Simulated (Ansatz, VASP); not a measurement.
# Two plane-wave programs on Si16B

```
Si B
1.0
     0.00000    5.43000    5.43000
     5.43000    0.00000    5.43000
     5.43000    5.43000    0.00000
Si B
16 1
Direct
  0.00644 0.99342 0.99452
  0.11175 0.13291 0.13296
  0.99367 0.00144 0.50664
  0.12604 0.12984 0.61769
  0.99351 0.50653 0.00131
  0.12646 0.61644 0.13026
  0.99732 0.50228 0.50267
  0.11888 0.62847 0.62835
  0.50268 0.99756 0.99708
  0.62328 0.13260 0.13256
  0.49789 0.00151 0.50640
  0.61996 0.13306 0.62656
  0.49829 0.50634 0.00135
  0.61993 0.62710 0.13258
  0.49289 0.50711 0.50660
  0.62385 0.62846 0.62832
  0.30561 0.19532 0.19317
```

Alike in both runs: functional PBE; k mesh 2 × 2 × 2; occupations fermi-dirac, width 0.05 eV; collinear spin.

Ansatz relaxed the structure, and its values are those at the end. VASP's run is a single point on that final structure, the one shown.

```csv
,VASP,Ansatz
version,VASP 6.6.1,Ansatz 0.2.0
potentials or method,"VASP PAW PBE potentials, release 64 (Si, B), cutoff 520 eV","scalar-relativistic, plane waves, PAW"
valence electrons in the cell,67,67
```

```tsv
	VASP	Ansatz	Ansatz less VASP
rms of the force components (eV/Å)	0.012	0.012	-0.0001
net moment per atom (μB)	0.00	0.00	0.000
```

The functional is the same, so the differences come from potentials, cutoffs and numerics. Ansatz's warnings: seeded moment not kept.

The k mesh is coarse, so the values compare programs but aren't converged.
